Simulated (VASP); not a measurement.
Write the native input for VASP 6.6.1 that does the following.

```yaml
Task: single point
Functional: LDA
Potentials_or_basis: VASP PAW LDA potentials, release 64 (Sb_d_GW, Li_sv)
Cutoff: 750 eV
k_mesh: 6 × 6 × 6
Occupations: methfessel-paxton, width 0.1 eV
Spin: no spin polarisation
Dipole_correction: no
Second_run: valence_matched
Further_INCAR_settings: ALGO = Normal; EDIFF = 1e-06; NBANDS = 32
```

The structure of LiSb3 lies in POSCAR:

```
LiSb3
1.0
    4.6810210000      0.0000000000      0.0000000000
    0.0000000000      4.6810210000      0.0000000000
    0.0000000000      0.0000000000      4.6810210000
Sb Li
3 1
Direct
    0.5000000000      0.5000000000      0.0000000000
    0.0000000000      0.5000000000      0.5000000000
    0.5000000000      0.0000000000      0.5000000000
    0.0000000000      0.0000000000      0.0000000000
```

The input as run:

INCAR

```
PREC = Accurate
ENCUT = 750
EDIFF = 1E-6
ISMEAR = 1
SIGMA = 0.1
LREAL = False
LASPH = True
NELM = 120
ALGO = Normal
ISIF = 2
LWAVE = False
LCHARG = False
GGA = CA
NBANDS = 32
GGA_COMPAT = False
```

KPOINTS

```
Automatic mesh
0
Gamma
  6 6 6
```

Potentials or basis: VASP PAW LDA potentials, release 64 (Sb_d_GW, Li_sv).

Run with:

```bash
$ cat potpaw_LDA.64/Sb_d_GW/POTCAR potpaw_LDA.64/Li_sv/POTCAR > POTCAR
$ mpirun -np 1 vasp_std > vasp.out
```

Results of the run:

```json
{
 "Pressure": "-2.9 GPa",
 "Band gap on the k mesh": "zero (band 24 reaches 6.40 eV, above the bottom of band 25 at 4.02 eV)"
}
```

Caveat: spin-orbit coupling is left out, which moves the levels of the heavy elements.

Wall time 46 s on 1 thread of Intel(R) Xeon(R) 6975P-C (Granite Rapids), on a shared host, peak memory 0.27 GiB.
